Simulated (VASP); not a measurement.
**Y: single point with PBE**

Crystal: Y.

```
Y
1.0
     3.65354    0.00000    0.00000
    -1.82677    3.16406    0.00000
     0.00000    0.00000    5.69886
Y
2
Direct
  0.33333 0.66667 0.25000
  0.66667 0.33333 0.75000
```

| Property | Result |
| --- | --- |
| Program | VASP 6.6.1 |
| Task | single point |
| Functional | PBE |
| Potentials or basis | VASP PAW PBE potentials, release 64 (Y_sv) |
| Cutoff | 520 eV |
| k mesh | 10 × 10 × 6 |
| Occupations | methfessel-paxton, width 0.1 eV |
| Spin | no spin polarisation |

```
Pressure               : -0.3 GPa
Band gap on the k mesh : zero (bands 11 and 12 overlap by 1.45 eV)
```

Stress tensor (GPa, compression positive):
```
-0.07  0.00  0.00
 0.00 -0.07  0.00
 0.00  0.00 -0.73
```

Levels at points of the mesh, in eV from the Fermi level:
```tsv
k point	band 8	band 9	band 10	band 11	band 12	band 13	band 14	band 15
(0.00, 0.00, 0.00)	-22.37	-4.68	-1.84	0.92	1.74	1.74	2.09	2.35
(0.50, 0.00, 0.00)	-22.47	-1.68	-1.18	-0.80	-0.13	1.42	1.45	2.08
(0.00, 0.00, 0.50)	-22.46	-3.24	-3.24	0.97	0.97	1.65	1.65	1.65
(0.50, 0.00, 0.50)	-22.52	-1.64	-1.64	0.08	0.08	1.38	1.38	2.75
```

It took 2 min on 1 thread of Intel Xeon 8259CL (shared host), peak memory 0.22 GiB.
